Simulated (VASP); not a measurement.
# Pd (Fm-3m) in VASP: notebook

The runs below take Pd through single point, relaxation of cell and atoms, with PBE.

Everything below comes from runs of VASP 6.6.1. Logs are shortened: lines on timing, memory, paths and dates and some standing lists are left out, and cuts for length are marked.

## (1) The cell of the first run

It takes space group Fm-3m (No. 225, cubic). The conventional cell has a = 3.945 Å, b = 3.945 Å, c = 3.945 Å, α = 90.00°, β = 90.00°, γ = 90.00°. Within 3.7 Å of Pd (site symmetry m-3m) lie 12 Pd at 2.79 Å.

## (2) Single point, PBE

INCAR

```
PREC     = Accurate       # precision mode
ENCUT    = 520            # plane-wave cutoff, eV
EDIFF    = 1E-6           # SCF threshold, eV
ISMEAR   = -1             # smearing method
SIGMA    = 0.08           # smearing width, eV
LREAL    = False          # projectors in reciprocal space
LASPH    = True           # aspherical terms in the spheres
NELM     = 100            # most SCF steps
ALGO     = Normal         # electronic algorithm
ISIF     = 2              # what is computed and relaxed
LWAVE    = False          # write WAVECAR
LCHARG   = False          # write CHGCAR
GGA      = PE             # functional
NBANDS   = 11             # bands
```

KPOINTS

```
regular mesh
0
Gamma
  19 19 19
```

POSCAR

```
Pd
1.0
    0.0000000000      1.9726448742      1.9726448742
    1.9726448742      0.0000000000      1.9726448742
    1.9726448742      1.9726448742      0.0000000000
Pd
1
Direct
    0.0000000000      0.0000000000      0.0000000000
```

Potentials or basis: VASP PAW PBE potentials, release 64 (Pd).

Command:

```
cat potpaw_PBE.64/Pd/POTCAR > POTCAR
mpirun -np 1 vasp_std > vasp.out
```

OUTCAR:

```text
PREC = Accurate
   ENCUT = 520
   EDIFF = 1E-6
   ISMEAR = -1
   LREAL = False
   LASPH = True
   NELM = 100
   ISIF = 2
   GGA = PE

 ion  position               nearest neighbor table
   1  0.000  0.000  0.000-

  LATTYP: Found a face centered cubic cell.
 ALAT       =     3.9452897484

  Lattice vectors:

 A1 = (   0.0000000000,   1.9726448742,   1.9726448742)
 A2 = (   1.9726448742,   0.0000000000,   1.9726448742)
 A3 = (   1.9726448742,   1.9726448742,   0.0000000000)

Analysis of symmetry for initial positions (statically):
=====================================================================
 Subroutine PRICEL returns:
 Original cell was already a primitive cell.

 Routine SETGRP: Setting up the symmetry group for a
 face centered cubic supercell.

 Subroutine GETGRP returns: Found 48 space group operations
 (whereof 48 operations were pure point group operations)
 out of a pool of 48 trial point group operations.

The static configuration has the point symmetry O_h .

Analysis of symmetry for dynamics (positions and initial velocities):
=====================================================================
 Subroutine PRICEL returns:
 Original cell was already a primitive cell.

 Routine SETGRP: Setting up the symmetry group for a
 face centered cubic supercell.

 Subroutine GETGRP returns: Found 48 space group operations
 (whereof 48 operations were pure point group operations)
 out of a pool of 48 trial point group operations.

The dynamic configuration has the point symmetry O_h .

 Subroutine INISYM returns: Found 48 space group operations
 (whereof 48 operations are pure point group operations),
 and found     1 'primitive' translations

----------------------------------------------------------------------------------------

                                     Primitive cell

  volume of cell :      15.3524

  direct lattice vectors                    reciprocal lattice vectors
     0.000000000  1.972644874  1.972644874    -0.253466808  0.253466808  0.253466808
     1.972644874  0.000000000  1.972644874     0.253466808 -0.253466808  0.253466808
     1.972644874  1.972644874  0.000000000     0.253466808  0.253466808 -0.253466808

  length of vectors
     2.789741135  2.789741135  2.789741135     0.439017390  0.439017390  0.439017390

  position of ions in fractional coordinates (direct lattice)
     0.000000000  0.000000000  0.000000000

  ion indices of the primitive-cell ions
   primitive index   ion index
                 1           1

----------------------------------------------------------------------------------------

 KPOINTS: regular mesh

Automatic generation of k-mesh.
 Grid dimensions read from file:
 generate k-points for:   19   19   19

 Generating k-lattice:

  Cartesian coordinates                     Fractional coordinates (reciprocal lattice)
    -0.013340358  0.013340358  0.013340358     0.052631579  0.000000000  0.000000000
     0.013340358 -0.013340358  0.013340358     0.000000000  0.052631579  0.000000000
     0.013340358  0.013340358 -0.013340358     0.000000000  0.000000000  0.052631579

  Length of vectors
     0.023106178  0.023106178  0.023106178

  Shift w.r.t. Gamma in fractional coordinates (k-lattice)
     0.000000000  0.000000000  0.000000000

 Subroutine IBZKPT returns following result:
 ===========================================

 Found    220 irreducible k-points:

 Following reciprocal coordinates:
            Coordinates               Weight
  0.000000  0.000000  0.000000      1.000000
  0.052632  0.000000  0.000000      8.000000
  0.105263  0.000000  0.000000      8.000000
  0.157895  0.000000  0.000000      8.000000
  0.210526  0.000000  0.000000      8.000000
  0.263158  0.000000  0.000000      8.000000
[... 16 lines left out ...]
 -0.315789  0.052632  0.000000     24.000000
 -0.263158  0.052632  0.000000     24.000000
 [... further k-points ...]
   k-points           NKPTS =    220   k-points in BZ     NKDIM =    220   number of bands    NBANDS=     11
   number of dos      NEDOS =    301   number of ions     NIONS =      1
   total plane-waves  NPLWV =  13824
   dimension x,y,z NGX =    24 NGY =   24 NGZ =   24
   dimension x,y,z NGXF=    48 NGYF=   48 NGZF=   48
   ions per type =               1
   NGX,Y,Z   is equivalent  to a cutoff of  14.30, 14.30, 14.30 a.u.
   NGXF,Y,Z  is equivalent  to a cutoff of  28.60, 28.60, 28.60 a.u.
 SYSTEM =  unknown system
   PREC   = accura    normal or accurate (medium, high low for compatibility)
   ISTART =      0    job   : 0-new  1-cont  2-samecut
   ICHARG =      2    charge: 1-file 2-atom 10-const
   ISPIN  =      1    spin polarized calculation?
   LNONCOLLINEAR =      F non collinear calculations
   LSORBIT =      F    spin-orbit coupling
   LASPH  =      T    aspherical Exc in radial PAW
   ENCUT  =  520.0 eV  38.22 Ry    6.18 a.u.   5.19  5.19  5.19*2*pi/ulx,y,z
   NELM   =    100;   NELMIN=  2; NELMDL= -5     # of ELM steps
   EDIFF  = 0.1E-05   stopping-criterion for ELM
   LREAL  =      F    real-space projection
   EDIFFG = 0.1E-04   stopping-criterion for IOM
   NSW    =      0    number of steps for IOM
   IBRION =     -1    ionic relax: 0-MD 1-quasi-New 2-CG
   NFREE  =      0    steps in history (QN), initial steepest desc. (CG)
   ISIF   =      2    stress and relaxation
   ISYM   =      2    0-nonsym 1-usesym 2-fastsym
   POTIM  = 0.5000    time-step for ionic-motion
   TEBEG  =    0.0;   TEEND  =   0.0 temperature during run
   PSTRESS=    0.0 pullay stress
   NELECT =      10.0000    total number of electrons
   NUPDOWN=      -1.0000    fix difference up-down
   EMIN   =  10.00;   EMAX   =-10.00  energy-range for DOS
   EFERMI =   0.00;   METHOD = LEGACY
   ISMEAR =    -1;   SIGMA  =   0.08  broadening in eV -4-tet -1-fermi 0-gaus
   EFERMI_NEDOS =   21; number of points for ismear=-14 and -15
   IALGO  =     38    algorithm
   IMIX   =      4    mixing-type and parameters
     AMIX     =   0.40;   BMIX     =  1.00
     AMIX_MAG =   1.60;   BMIX_MAG =  1.00
  volume/ion in A,a.u.               =      15.35       103.60
  Fermi-wavevector in a.u.,A,eV,Ry     =   1.419110  2.681728 27.400391  2.013872
  Thomas-Fermi vector in A             =   2.540165
   LORBIT       =      0    0 simple, 1 ext, 2 COOP (PROOUT), +10 PAW based schemes
   GGA     = PE    functional components
   LHFCALC =     F    Hartree Fock is set to
   AEXX    =    0.0000 exact exchange contribution
   IVDW    =     0    specifies the selected vdW correction
   LEPSILON=     F    determine dielectric tensor
   LRPA    =     F    only Hartree local field effects (RPA)
 non-spin polarized calculation
  energy-cutoff  :      520.00
  volume of cell :       15.35
 maximum number of plane-waves:       428
 NGX is ok and might be reduce to    24
   NGX = 11   NGY = 11   NGZ = 11

 number of electron      10.0000000 magnetization

 Free energy of the ion-electron system (eV)
  ---------------------------------------------------
  ext. energy  EPLUGINS =         0.00000000
  ---------------------------------------------------
  free energy    TOTEN  =        -5.24041949 eV

  energy without entropy =       -5.19440963  energy(sigma->0) =       -5.21741456

 E-fermi :   9.1484     XC(G=0): -12.9356

 val. band max:        9.1461293719   @ k =  -0.4737   0.2632   0.0000
 cond. band min:       9.1500435747   @ k =  -0.3684   0.4211   0.0526
 fundamental gap:      0.0039142028
 Fermi energy:         9.1484182003

 k-point     1 :       0.0000    0.0000    0.0000
  band No.  band energies     occupation
      1       2.2882      2.00000
      2       6.4652      2.00000
      3       6.4652      2.00000
      4       6.4652      2.00000
      5       7.9714      2.00000
      6       7.9714      2.00000
      7      26.2887      0.00000
      8      30.8358      0.00000
      9      30.8358      0.00000
     10      30.8358      0.00000
     11      35.4531      0.00000

 k-point     2 :       0.0526    0.0000    0.0000
  band No.  band energies     occupation
      1       2.3857      2.00000
      2       6.4315      2.00000
      3       6.4985      2.00000
      4       6.4985      2.00000
      5       7.9556      2.00000
      6       7.9556      2.00000
      7      26.3851      0.00000
      8      30.1435      0.00000
      9      30.9406      0.00000
     10      30.9406      0.00000
     11      35.5719      0.00000

 k-point     3 :       0.1053    0.0000    0.0000
  band No.  band energies     occupation
      1       2.6692      2.00000
      2       6.3456      2.00000
      3       6.5868      2.00000
      4       6.5868      2.00000
      5       7.9210      2.00000
      6       7.9210      2.00000
      7      26.5927      0.00000
      8      28.7197      0.00000
      9      31.2378      0.00000
     10      31.2378      0.00000
     11      36.1175      0.00000

 k-point     4 :       0.1579    0.0000    0.0000
  band No.  band energies     occupation
      1       3.1047      2.00000
      2       6.2567      2.00000
      3       6.6918      2.00000
      4       6.6918      2.00000
      5       7.9088      2.00000
      6       7.9088      2.00000
      7      26.3035      0.00000
      8      27.5773      0.00000
      9      31.6690      0.00000
     10      31.6690      0.00000
     11      35.0779      0.00000
[... 239 lines left out ...]
 k-point    22 :      -0.3684    0.0526    0.0000
  band No.  band energies     occupation
      1       4.2714      2.00000
      2       6.4880      2.00000
      3       6.5602      2.00000
      4       8.0623      2.00000
      5       8.6738      1.99471
      6       9.4986      0.02481
      7      18.4711      0.00000
      8      26.0912      0.00000
      9      29.5528      0.00000
     10      31.0824      0.00000
     11      35.2902      0.00000

 k-point    23 :      -0.3158    0.0526    0.0000
  band No.  band energies     occupation
      1       4.2924      2.00000
      2       6.5838      2.00000
      3       6.6530      2.00000
      4       7.3050      2.00000
      5       8.3653      1.99989
      6       8.9635      1.81960
      7      20.3020      0.00000
      8      26.5104      0.00000
      9      30.0491      0.00000
     10      32.2411      0.00000
     11      34.5438      0.00000

 k-point    24 :      -0.2632    0.0526    0.0000
  band No.  band energies     occupation
      1       4.1863      2.00000
      2       6.5391      2.00000
      3       6.7499      2.00000
      4       6.7544      2.00000
      5       8.0600      2.00000
      6       8.5730      1.99850
      7      22.2412      0.00000
      8      26.9635      0.00000
      9      30.6165      0.00000
     10      33.5166      0.00000
     11      33.7235      0.00000

 [... further k-points ...]
[... 5 lines left out ...]
  --------------------------------------------------------------------------------------
  -------------------------------------------------------------------------------------
  Total       -0.0278110     -0.0278110     -0.0278110     -0.0000000     -0.0000000      0.0000000
  in kB       -2.9023556     -2.9023556     -2.9023556     -0.0000000     -0.0000000      0.0000000
  external PRESSURE =      -2.9023556 kB  Pullay stress =       0.0000000 kB

 VOLUME and BASIS-vectors are now :
 -----------------------------------------------------------------------------
  energy-cutoff  :      520.00
  volume of cell :       15.35
      direct lattice vectors                 reciprocal lattice vectors
     0.000000000  1.972644874  1.972644874    -0.253466808  0.253466808  0.253466808
     1.972644874  0.000000000  1.972644874     0.253466808 -0.253466808  0.253466808
     1.972644874  1.972644874  0.000000000     0.253466808  0.253466808 -0.253466808

 POSITION                                       TOTAL-FORCE (eV/Angst)
 -----------------------------------------------------------------------------------
      0.00000      0.00000      0.00000         0.000000     -0.000000      0.000000
 -----------------------------------------------------------------------------------
    total drift:                                0.000000      0.000000     -0.000000

  FREE ENERGIE OF THE ION-ELECTRON SYSTEM (eV)
  ---------------------------------------------------
  free  energy   TOTEN  =        -5.2404194941 eV

  energy  without entropy=       -5.1944096328  energy(sigma->0) =       -5.21741456
```

Wall time 18 s (1 thread of Intel Xeon Platinum 8375C at 2.90GHz (Ice Lake), shared host); peak memory 0.16 GiB.

Results:

| Quantity | Value |
| --- | --- |
| Free energy | -5.2404 eV |
| Pressure | -0.3 GPa |
| Band gap on the k mesh | zero (bands 5 and 6 overlap by 1.46 eV) |

## (3) Relaxation of cell and atoms, PBE

This run uses another cell than the first one, of 11.90 Å³/atom.

INCAR

```
SYSTEM = Pd
PREC     = Accurate       ! precision mode
ENCUT    = 600            ! plane-wave cutoff, eV
EDIFF    = 1E-6           ! SCF threshold, eV
ISMEAR   = -1             ! smearing method
SIGMA    = 0.08           ! smearing width, eV
LREAL    = .FALSE.        ! projectors in reciprocal space
LASPH    = .TRUE.         ! aspherical terms in the spheres
NELM     = 80             ! most SCF steps
ALGO     = Normal         ! electronic algorithm
ISIF     = 3              ! what is computed and relaxed
LWAVE    = .FALSE.        ! write WAVECAR
LCHARG   = .FALSE.        ! write CHGCAR
GGA      = PE             ! functional
IBRION   = 2              ! ionic algorithm
NSW      = 100            ! ionic steps
EDIFFG   = -0.005         ! ionic threshold
```

KPOINTS

```
Automatic mesh
0
G
  19 19 19
  0 0 0
```

POSCAR

```
Pd
1.0
    0.0000000000      1.8118922475      1.8118922475
    1.8118922475      0.0000000000      1.8118922475
    1.8118922475      1.8118922475      0.0000000000
Pd
1
Direct
    0.0000000000      0.0000000000      0.0000000000
```

Potentials or basis: VASP PAW PBE potentials, release 64 (Pd).

Command:

```
cat potpaw_PBE.64/Pd/POTCAR > POTCAR
mpirun -np 1 vasp_std > vasp.out
```

OUTCAR:

```text
SYSTEM = Pd
   PREC = Accurate
   ENCUT = 600
   EDIFF = 1E-6
   ISMEAR = -1
   LREAL = .FALSE.
   LASPH = .TRUE.
   NELM = 80
   ISIF = 3
   GGA = PE
   IBRION = 2
   NSW = 100
   EDIFFG = -0.005

 ion  position               nearest neighbor table
   1  0.000  0.000  0.000-

  LATTYP: Found a face centered cubic cell.
 ALAT       =     3.6237844950

  Lattice vectors:

 A1 = (   0.0000000000,   1.8118922475,   1.8118922475)
 A2 = (   1.8118922475,   0.0000000000,   1.8118922475)
 A3 = (   1.8118922475,   1.8118922475,   0.0000000000)

Analysis of symmetry for initial positions (statically):
=====================================================================
 Subroutine PRICEL returns:
 Original cell was already a primitive cell.

 Routine SETGRP: Setting up the symmetry group for a
 face centered cubic supercell.

 Subroutine GETGRP returns: Found 48 space group operations
 (whereof 48 operations were pure point group operations)
 out of a pool of 48 trial point group operations.

The static configuration has the point symmetry O_h .

Analysis of symmetry for dynamics (positions and initial velocities):
=====================================================================
 Subroutine PRICEL returns:
[... 125 lines left out ...]
   IMIX   =      4    mixing-type and parameters
     AMIX     =   0.40;   BMIX     =  1.00
     AMIX_MAG =   1.60;   BMIX_MAG =  1.00
  volume/ion in A,a.u.               =      11.90        80.28
  Fermi-wavevector in a.u.,A,eV,Ry     =   1.545014  2.919653 32.478042  2.387069
  Thomas-Fermi vector in A             =   2.650453
   LORBIT       =      0    0 simple, 1 ext, 2 COOP (PROOUT), +10 PAW based schemes
   GGA     = PE    functional components
   LHFCALC =     F    Hartree Fock is set to
   AEXX    =    0.0000 exact exchange contribution
   IVDW    =     0    specifies the selected vdW correction
   LEPSILON=     F    determine dielectric tensor
   LRPA    =     F    only Hartree local field effects (RPA)
 conjugate gradient relaxation of ions
 non-spin polarized calculation
  energy-cutoff  :      600.00
  volume of cell :       11.90
 maximum number of plane-waves:       411
   NGX = 11   NGY = 11   NGZ = 11

--------------------------------------- Ionic step        1  -------------------------------------------

 number of electron      10.0000000 magnetization

 Free energy of the ion-electron system (eV)
  ---------------------------------------------------
  ext. energy  EPLUGINS =         0.00000000
  ---------------------------------------------------
  free energy    TOTEN  =        -4.54906279 eV

  energy without entropy =       -4.51355464  energy(sigma->0) =       -4.53130871

 E-fermi :  13.9420     XC(G=0): -14.5716

 val. band max:       13.9397014386   @ k =  -0.3684   0.4211   0.2105
 cond. band min:      13.9426561157   @ k =  -0.3158   0.4211   0.1053
 fundamental gap:      0.0029546771
 Fermi energy:        13.9419754065
[... 829 lines left out ...]
--------------------------------------- Ionic step        8  -------------------------------------------

 number of electron       9.9999995 magnetization

 Free energy of the ion-electron system (eV)
  ---------------------------------------------------
  ext. energy  EPLUGINS =         0.00000000
  ---------------------------------------------------
  free energy    TOTEN  =        -5.23751902 eV

  energy without entropy =       -5.19157575  energy(sigma->0) =       -5.21454738

 E-fermi :   9.1749     XC(G=0): -12.9456

 val. band max:        9.1728648039   @ k =  -0.4737   0.2632   0.0000
 cond. band min:       9.1767714364   @ k =  -0.3684   0.4211   0.0526
 fundamental gap:      0.0039066325
 Fermi energy:         9.1749416075
[... 316 lines left out ...]
  FREE ENERGIE OF THE ION-ELECTRON SYSTEM (eV)
  ---------------------------------------------------
  free  energy   TOTEN  =        -5.2375190177 eV

  energy  without entropy=       -5.1915757489  energy(sigma->0) =       -5.21454738

 reached required accuracy - stopping structural energy minimisation
```

CONTCAR:

```text
Pd
   1.00000000000000
    -0.0000000000000000    1.9715737787971264    1.9715737787971264
     1.9715737787971264   -0.0000000000000000    1.9715737787971264
     1.9715737787971264    1.9715737787971264   -0.0000000000000000
  Pd
     1
Direct
     0.0000000000000000    0.0000000000000000    0.0000000000000000

  0.00000000E+00  0.00000000E+00  0.00000000E+00
```

Wall time 69 s (1 thread of Intel Xeon Platinum 8375C at 2.90GHz (Ice Lake), shared host); peak memory 0.16 GiB.

Results:

```
Free energy                           : -5.2375 eV
Relaxed volume                        : 15.33 Å³/atom
Relaxed cell                          : a = 2.788 Å, b = 2.788 Å, c = 2.788 Å, α = 60.00°, β = 60.00°, γ = 60.00°
Space group after relaxing (to 0.1 Å) : Fm-3m (No. 225)
Pressure after relaxing               : 0.0 GPa
Band gap on the k mesh                : zero (bands 5 and 6 overlap by 1.47 eV)
```

Final structure:
```xyz
1
Lattice="0.0000 1.9716 1.9716 1.9716 0.0000 1.9716 1.9716 1.9716 0.0000" Properties=species:S:1:pos:R:3 pbc="T T T"
Pd    0.0000    0.0000    0.0000
```

Caveat: the volume moved by over 15 % at a fixed basis, so the end points are rough.
